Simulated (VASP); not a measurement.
# Pd in VASP: notebook

Runs on Pd. Level: PBE. Tasks: single point.

Program: VASP 6.6.1. These are calculated values, not measurements. Logs are shortened: lines on timing, memory, paths and dates and some standing lists are left out, and cuts for length are marked.

**1. The cell of the first run**

The cell holds a slab with vacuum, 12 atoms: a = 5.575 Å, b = 5.575 Å, c = 20.552 Å, α = 90.00°, β = 90.00°, γ = 120.00°.

**2. Single point, PBE**

Input file INCAR:

```
SYSTEM = Pd
ALGO = Normal
DIPOL = 0.5 0.5 0.501
EDIFF = 1E-6
ENCUT = 520
GGA = PE
IDIPOL = 3
ISIF = 2
ISMEAR = 0
LASPH = .TRUE.
LCHARG = .FALSE.
LDIPOL = .TRUE.
LREAL = .FALSE.
LWAVE = .FALSE.
NBANDS = 72
NELM = 80
PREC = Accurate
SIGMA = 0.1
```

Input file KPOINTS:

```
k-points
0
G
  4 4 1
  0 0 0
```

Input file POSCAR:

```
Pd
1.0
    5.5751888427      0.0000000000      0.0000000000
   -2.7875944213      4.8282551687      0.0000000000
    0.0000000000      0.0000000000     20.5521226281
Pd
12
Direct
    0.3333333333      0.1666666667      0.3892541975
    0.3333333333      0.6666666667      0.3892541975
    0.8333333333      0.1666666667      0.3892541975
    0.8333333333      0.6666666667      0.3892541975
    0.6666666667      0.3333333333      0.5008058295
    0.6666666667      0.8333333333      0.5008058295
    0.1666666667      0.3333333333      0.5008058295
    0.1666666667      0.8333333333      0.5008058295
    0.0000000000      0.5000000000      0.6123927730
    0.0000000000      0.0000000000      0.6123927730
    0.5000000000      0.5000000000      0.6123927730
    0.5000000000      0.0000000000      0.6123927730
```

Potentials or basis: VASP PAW PBE potentials, release 64 (Pd).

The run is started by

```sh
$ cat potpaw_PBE.64/Pd/POTCAR > POTCAR
$ mpirun -np 1 vasp_std > vasp.out
```

OUTCAR:

```text
SYSTEM = Pd
   EDIFF = 1E-6
   ENCUT = 520
   GGA = PE
   ISIF = 2
   ISMEAR = 0
   LASPH = .TRUE.
   LREAL = .FALSE.
   NELM = 80
   PREC = Accurate

 ion  position               nearest neighbor table
   1  0.333  0.167  0.389-   2 2.79   2 2.79   3 2.79   3 2.79   4 2.79   4 2.79   7 2.80   8 2.80
                             5 2.80
   2  0.333  0.667  0.389-   1 2.79   1 2.79   4 2.79   4 2.79   3 2.79   3 2.79   8 2.80   7 2.80
                             6 2.80
   3  0.833  0.167  0.389-   4 2.79   4 2.79   1 2.79   1 2.79   2 2.79   2 2.79   5 2.80   6 2.80
                             7 2.80
   4  0.833  0.667  0.389-   3 2.79   3 2.79   2 2.79   2 2.79   1 2.79   1 2.79   6 2.80   5 2.80
                             8 2.80
   5  0.667  0.333  0.501-   6 2.79   6 2.79   7 2.79   7 2.79   8 2.79   8 2.79   3 2.80   4 2.80
                             1 2.80  12 2.80   9 2.80  11 2.80
   6  0.667  0.833  0.501-   5 2.79   5 2.79   8 2.79   8 2.79   7 2.79   7 2.79   4 2.80   3 2.80
                             2 2.80  11 2.80  10 2.80  12 2.80
   7  0.167  0.333  0.501-   8 2.79   8 2.79   5 2.79   5 2.79   6 2.79   6 2.79   1 2.80   2 2.80
                             3 2.80  10 2.80  11 2.80   9 2.80
   8  0.167  0.833  0.501-   7 2.79   7 2.79   6 2.79   6 2.79   5 2.79   5 2.79   2 2.80   1 2.80
                             4 2.80   9 2.80  12 2.80  10 2.80
   9  0.000  0.500  0.612-  10 2.79  10 2.79  11 2.79  11 2.79  12 2.79  12 2.79   8 2.80   5 2.80
[... 14 lines left out ...]
 A1 = (   5.5751888427,   0.0000000000,   0.0000000000)
 A2 = (  -2.7875944213,   4.8282551687,   0.0000000000)
 A3 = (   0.0000000000,   0.0000000000,  20.5521226281)

Analysis of symmetry for initial positions (statically):
=====================================================================
 Subroutine PRICEL returns following result:

  LATTYP: Found a hexagonal cell.
 ALAT       =     2.7875944214
 C/A-ratio  =     7.3727090536

  Lattice vectors:

 A1 = (   2.7875944214,   0.0000000000,   0.0000000000)
 A2 = (  -1.3937972107,   2.4141275844,   0.0000000000)
 A3 = (   0.0000000000,   0.0000000000,  20.5521226281)

   4 primitive cells build up your supercell.

 Routine SETGRP: Setting up the symmetry group for a
 hexagonal supercell.

 Subroutine GETGRP returns: Found  6 space group operations
 (whereof  6 operations were pure point group operations)
 out of a pool of 24 trial point group operations.

The static configuration has the point symmetry C_3v.

Analysis of symmetry for dynamics (positions and initial velocities):
=====================================================================
 Subroutine PRICEL returns following result:

  LATTYP: Found a hexagonal cell.
 ALAT       =     2.7875944214
 C/A-ratio  =     7.3727090536

  Lattice vectors:

 A1 = (   2.7875944214,   0.0000000000,   0.0000000000)
 A2 = (  -1.3937972107,   2.4141275844,   0.0000000000)
 A3 = (   0.0000000000,   0.0000000000,  20.5521226281)

   4 primitive cells build up your supercell.

 Routine SETGRP: Setting up the symmetry group for a
 hexagonal supercell.

 Subroutine GETGRP returns: Found  6 space group operations
 (whereof  6 operations were pure point group operations)
 out of a pool of 24 trial point group operations.

The dynamic configuration has the point symmetry C_3v.

 Subroutine INISYM returns: Found  6 space group operations
 (whereof  6 operations are pure point group operations),
 and found     4 'primitive' translations

----------------------------------------------------------------------------------------

                                     Primitive cell

  volume of cell :     138.3077

  direct lattice vectors                    reciprocal lattice vectors
     2.787594421  0.000000000  0.000000000     0.358732243  0.207114157  0.000000000
    -1.393797211  2.414127584  0.000000000     0.000000000  0.414228314  0.000000000
     0.000000000  0.000000000 20.552122628     0.000000000  0.000000000  0.048656775

  length of vectors
     2.787594421  2.787594421 20.552122628     0.414228314  0.414228314  0.048656775

  position of ions in fractional coordinates (direct lattice)
     0.666666667  0.333333333  0.389254198
     0.333333333  0.666666667  0.500805830
     1.000000000  0.000000000  0.612392773

  ion indices of the primitive-cell ions
   primitive index   ion index
                 1           1
                 2           7
                 3          12

----------------------------------------------------------------------------------------

 KPOINTS: k-points

Automatic generation of k-mesh.
 Grid dimensions read from file:
 generate k-points for:    4    4    1

 Generating k-lattice:

  Cartesian coordinates                     Fractional coordinates (reciprocal lattice)
     0.044841530  0.025889270  0.000000000     0.250000000 -0.000000000  0.000000000
     0.000000000  0.051778539  0.000000000     0.000000000  0.250000000  0.000000000
     0.000000000  0.000000000  0.048656775     0.000000000  0.000000000  1.000000000

  Length of vectors
     0.051778539  0.051778539  0.048656775

  Shift w.r.t. Gamma in fractional coordinates (k-lattice)
     0.000000000  0.000000000  0.000000000

 Subroutine IBZKPT returns following result:
 ===========================================

 Found      4 irreducible k-points:

 Following reciprocal coordinates:
            Coordinates               Weight
  0.000000  0.000000  0.000000      1.000000
  0.250000  0.000000  0.000000      6.000000
  0.500000  0.000000  0.000000      3.000000
  0.250000  0.250000  0.000000      6.000000
   k-points           NKPTS =      4   k-points in BZ     NKDIM =      4   number of bands    NBANDS=     72
   number of dos      NEDOS =    301   number of ions     NIONS =     12
   total plane-waves  NPLWV = 282240
   dimension x,y,z NGX =    42 NGY =   42 NGZ =  160
   dimension x,y,z NGXF=    84 NGYF=   84 NGZF=  320
   ions per type =              12
   NGX,Y,Z   is equivalent  to a cutoff of  12.52, 12.52, 12.94 a.u.
   NGXF,Y,Z  is equivalent  to a cutoff of  25.05, 25.05, 25.88 a.u.
 SYSTEM =  Pd
   PREC   = accura    normal or accurate (medium, high low for compatibility)
   ISTART =      0    job   : 0-new  1-cont  2-samecut
   ICHARG =      2    charge: 1-file 2-atom 10-const
   ISPIN  =      1    spin polarized calculation?
   LNONCOLLINEAR =      F non collinear calculations
   LSORBIT =      F    spin-orbit coupling
   LASPH  =      T    aspherical Exc in radial PAW
   ENCUT  =  520.0 eV  38.22 Ry    6.18 a.u.  10.37 10.37 38.21*2*pi/ulx,y,z
   NELM   =     80;   NELMIN=  2; NELMDL= -5     # of ELM steps
   EDIFF  = 0.1E-05   stopping-criterion for ELM
   LREAL  =      F    real-space projection
   EDIFFG = 0.1E-04   stopping-criterion for IOM
   NSW    =      0    number of steps for IOM
   IBRION =     -1    ionic relax: 0-MD 1-quasi-New 2-CG
   NFREE  =      0    steps in history (QN), initial steepest desc. (CG)
   ISIF   =      2    stress and relaxation
   ISYM   =      2    0-nonsym 1-usesym 2-fastsym
   POTIM  = 0.5000    time-step for ionic-motion
   TEBEG  =    0.0;   TEEND  =   0.0 temperature during run
   PSTRESS=    0.0 pullay stress
   NELECT =     120.0000    total number of electrons
   NUPDOWN=      -1.0000    fix difference up-down
   EMIN   =  10.00;   EMAX   =-10.00  energy-range for DOS
   EFERMI =   0.00;   METHOD = LEGACY
   ISMEAR =     0;   SIGMA  =   0.10  broadening in eV -4-tet -1-fermi 0-gaus
   EFERMI_NEDOS =   21; number of points for ismear=-14 and -15
   IALGO  =     38    algorithm
   IMIX   =      4    mixing-type and parameters
     AMIX     =   0.40;   BMIX     =  1.00
     AMIX_MAG =   1.60;   BMIX_MAG =  1.00
  volume/ion in A,a.u.               =      46.10       311.12
  Fermi-wavevector in a.u.,A,eV,Ry     =   0.983633  1.858797 13.164097  0.967534
  Thomas-Fermi vector in A             =   2.114806
   LORBIT       =      0    0 simple, 1 ext, 2 COOP (PROOUT), +10 PAW based schemes
   GGA     = PE    functional components
   LHFCALC =     F    Hartree Fock is set to
   AEXX    =    0.0000 exact exchange contribution
   IVDW    =     0    specifies the selected vdW correction
   LEPSILON=     F    determine dielectric tensor
   LRPA    =     F    only Hartree local field effects (RPA)
 non-spin polarized calculation
 Gauss-broadening in eV      SIGMA  =   0.10
  energy-cutoff  :      520.00
  volume of cell :      553.23
 maximum number of plane-waves:     14934
 NGX is ok and might be reduce to    42
   NGX = 21   NGY = 21   NGZ = 77

 dipolmoment           0.000000      0.000000     -0.000005 electrons x Angstroem

 number of electron     120.0000004 magnetization

 dipolmoment           0.000000      0.000000      0.000008 electrons x Angstroem

 Free energy of the ion-electron system (eV)
  ---------------------------------------------------
  ext. energy  EPLUGINS =         0.00000000
  ---------------------------------------------------
  free energy    TOTEN  =       -57.98455677 eV

  energy without entropy =      -57.82718802  energy(sigma->0) =      -57.90587239

 E-fermi :  -0.5076     XC(G=0):  -5.1344

 val. band max:       -0.5497101889   @ k =   0.5000   0.0000   0.0000
 cond. band min:      -0.4759902565   @ k =   0.2500   0.0000   0.0000
 fundamental gap:      0.0737199324
 Fermi energy:        -0.5075948882

 k-point     1 :       0.0000    0.0000    0.0000
  band No.  band energies     occupation
      1      -6.5604      2.00000
      2      -5.2560      2.00000
      3      -5.1888      2.00000
      4      -5.1406      2.00000
      5      -5.1406      2.00000
      6      -5.1406      2.00000
[... 289 lines left out ...]
     71       4.6714      0.00000
     72       5.1018      0.00000

------------------------ aborting loop because EDIFF is reached ----------------------------------------

 vacuum level on the upper side and lower side of the slab       (xc-potential included)        -0.110        -0.112

  FORCE on cell =-STRESS in cart. coord.  units (eV):
  Direction    XX          YY          ZZ          XY          YZ          ZX
  --------------------------------------------------------------------------------------
  -------------------------------------------------------------------------------------
  Total       -9.1939938     -9.1939938     -0.8104565     -0.0000000      0.0000000      0.0000000
  in kB      -26.6261462    -26.6261462     -2.3471119     -0.0000000      0.0000000      0.0000000
  external PRESSURE =     -18.5331348 kB  Pullay stress =       0.0000000 kB

 VOLUME and BASIS-vectors are now :
 -----------------------------------------------------------------------------
  energy-cutoff  :      520.00
  volume of cell :      553.23
      direct lattice vectors                 reciprocal lattice vectors
     5.575188843  0.000000000  0.000000000     0.179366122  0.103557079  0.000000000
    -2.787594421  4.828255169  0.000000000     0.000000000  0.207114157  0.000000000
     0.000000000  0.000000000 20.552122628     0.000000000  0.000000000  0.048656775

 POSITION                                       TOTAL-FORCE (eV/Angst)
 -----------------------------------------------------------------------------------
      1.39380      0.80471      8.00000        -0.000000     -0.000000      0.037214
     -0.00000      3.21884      8.00000        -0.000000      0.000000      0.037214
      4.18139      0.80471      8.00000        -0.000000     -0.000000      0.037214
      2.78759      3.21884      8.00000         0.000000      0.000000      0.037214
      2.78759      1.60942     10.29262        -0.000000     -0.000000      0.003150
      1.39380      4.02355     10.29262         0.000000      0.000000      0.003150
      0.00000      1.60942     10.29262         0.000000     -0.000000      0.003150
     -1.39380      4.02355     10.29262        -0.000000      0.000000      0.003150
     -1.39380      2.41413     12.58597        -0.000000     -0.000000     -0.040364
      0.00000      0.00000     12.58597         0.000000     -0.000000     -0.040364
      1.39380      2.41413     12.58597         0.000000     -0.000000     -0.040364
      2.78759      0.00000     12.58597         0.000000     -0.000000     -0.040364
 -----------------------------------------------------------------------------------
    total drift:                               -0.000000     -0.000000     -0.000497

  FREE ENERGIE OF THE ION-ELECTRON SYSTEM (eV)
  ---------------------------------------------------
  free  energy   TOTEN  =       -57.9845567677 eV

  energy  without entropy=      -57.8271880169  energy(sigma->0) =      -57.90587239

 vacuum level on the upper side and lower side of the slab         4.763         4.761
```

Run time: 8.2 min. Hardware: 1 thread of Intel Xeon Platinum 8259CL at 2.50GHz (Skylake/Cascade Lake), shared host; peak memory 0.59 GiB.

Results:

| Quantity | Value |
| --- | --- |
| Free energy | -57.9846 eV |
| Largest force | 0.040 eV/Å |
| Band gap on the k mesh | zero (band 60 reaches -0.22 eV, above the bottom of band 61 at -0.60 eV) |

Forces in eV/Å, atoms in the order of the input:
```
Pd   0.000  0.000  0.037
Pd   0.000  0.000  0.037
Pd   0.000  0.000  0.037
Pd   0.000  0.000  0.037
Pd   0.000  0.000  0.003
Pd   0.000  0.000  0.003
Pd   0.000  0.000  0.003
Pd   0.000  0.000  0.003
Pd   0.000  0.000 -0.040
Pd   0.000  0.000 -0.040
Pd   0.000  0.000 -0.040
Pd   0.000  0.000 -0.040
```

Levels at points of the mesh, in eV from the Fermi level:
| k point | band 58 | band 59 | band 60 | band 61 | band 62 | band 63 |
| --- | --- | --- | --- | --- | --- | --- |
| (0.00, 0.00, 0.00) | 0.29 | 0.29 | 0.29 | 0.32 | 0.32 | 0.32 |
| (0.50, 0.00, 0.00) | -0.11 | -0.07 | -0.07 | -0.04 | -0.04 | 0.14 |

**3. Single point, PBE**

This run uses another cell than the first one, of 55.82 Å³/atom, 1.211 times its volume.

Input file INCAR:

```
SYSTEM = Pd
  PREC = Accurate
  ENCUT = 520
  EDIFF = 1E-6
  ISMEAR = 0
  SIGMA = 0.1
  LREAL = .False.
  LASPH = .True.
  NELM = 80
  ALGO = Normal
  ISIF = 2
  LWAVE = .False.
  LCHARG = .False.
  LDIPOL = .True.
  IDIPOL = 3
  DIPOL = 0.5 0.5 0.414
  GGA = PE
  NBANDS = 72
```

Input file KPOINTS:

```
regular mesh
0
Gamma
  4 4 1
  0 0 0
```

Input file POSCAR:

```
Pd
1.0
    5.5751888427      0.0000000000      0.0000000000
   -2.7875944213      4.8282551686      0.0000000000
    0.0000000000      0.0000000000     24.8828226281
Pd
12
Direct
    0.3333333333      0.1666666667      0.3215069335
    0.3333333333      0.6666666667      0.3215069335
    0.8333333333      0.1666666667      0.3215069335
    0.8333333333      0.6666666667      0.3215069335
    0.6627395599      0.3366281302      0.4152322476
    0.6639887701      0.8348523632      0.4123641179
    0.1644654766      0.3355257081      0.4123517738
    0.1655034889      0.8341527434      0.4134557279
   -0.0128748682      0.4998865403      0.5059607708
   -0.0034863147      0.0030036581      0.5019651478
    0.4903159080      0.5091591136      0.5087539929
    0.4996700265      0.0122980810      0.5060003556
```

Potentials or basis: VASP PAW PBE potentials, release 64 (Pd).

The run is started by

```sh
$ cat potpaw_PBE.64/Pd/POTCAR > POTCAR
$ mpirun -np 1 vasp_std > vasp.out
```

OUTCAR:

```text
SYSTEM = Pd
   PREC = Accurate
   ENCUT = 520
   EDIFF = 1E-6
   ISMEAR = 0
   LREAL = .False.
   LASPH = .True.
   NELM = 80
   ISIF = 2
   GGA = PE

 ion  position               nearest neighbor table
   1  0.333  0.167  0.322-   7 2.79   2 2.79   2 2.79   4 2.79   4 2.79   3 2.79   3 2.79   8 2.80
                             5 2.82
   2  0.333  0.667  0.322-   6 2.77   7 2.77   1 2.79   1 2.79   3 2.79   3 2.79   4 2.79   4 2.79
                             8 2.80
[... 986 lines left out ...]
  energy-cutoff  :      520.00
  volume of cell :      669.81
      direct lattice vectors                 reciprocal lattice vectors
     5.575188843  0.000000000  0.000000000     0.179366122  0.103557079  0.000000000
    -2.787594421  4.828255169  0.000000000     0.000000000  0.207114157  0.000000000
     0.000000000  0.000000000 24.882822628     0.000000000  0.000000000  0.040188367

 POSITION                                       TOTAL-FORCE (eV/Angst)
 -----------------------------------------------------------------------------------
      1.39380      0.80471      8.00000         0.064391      0.011275      0.027519
     -0.00000      3.21884      8.00000        -0.030635      0.016891     -0.008433
      4.18139      0.80471      8.00000        -0.073361      0.039974     -0.060957
      2.78759      3.21884      8.00000         0.022133     -0.062879      0.027108
      2.75652      1.62533     10.33215        -0.019136      0.013718     -0.206434
      1.37463      4.03088     10.26078        -0.071714     -0.044755      0.204855
     -0.01838      1.62000     10.26048         0.009722      0.085963      0.206443
     -1.40257      4.02750     10.28795         0.036107     -0.022626     -0.054246
      4.10993      2.41358     12.58973         0.201343      0.205867     -0.035592
      5.54738      0.01450     12.49031        -0.100716      0.058275      0.231223
      1.31427      2.45835     12.65924         0.042301     -0.025748     -0.293272
      2.75147      0.05938     12.59072        -0.080433     -0.275954     -0.038214
 -----------------------------------------------------------------------------------
    total drift:                                0.000139     -0.000097     -0.000791

  FREE ENERGIE OF THE ION-ELECTRON SYSTEM (eV)
  ---------------------------------------------------
  free  energy   TOTEN  =       -57.9413380555 eV

  energy  without entropy=      -57.7839764070  energy(sigma->0) =      -57.86265723

 vacuum level on the upper side and lower side of the slab         3.868         3.866
```

Run time: 31 min. Hardware: 1 thread of Intel Xeon Platinum 8259CL at 2.50GHz (Skylake/Cascade Lake), shared host; peak memory 0.85 GiB.

What came out:

```
Free energy            : -57.9413 eV
Largest force          : 0.297 eV/Å
Band gap on the k mesh : zero (band 60 reaches -1.04 eV, above the bottom of band 61 at -1.43 eV)
```

Forces on the atoms (eV/Å):
```
Pd   0.064  0.011  0.028
Pd  -0.031  0.017 -0.008
Pd  -0.073  0.040 -0.061
Pd   0.022 -0.063  0.027
Pd  -0.019  0.014 -0.206
Pd  -0.072 -0.045  0.205
Pd   0.010  0.086  0.206
Pd   0.036 -0.023 -0.054
Pd   0.201  0.206 -0.036
Pd  -0.101  0.058  0.231
Pd   0.042 -0.026 -0.293
Pd  -0.080 -0.276 -0.038
```
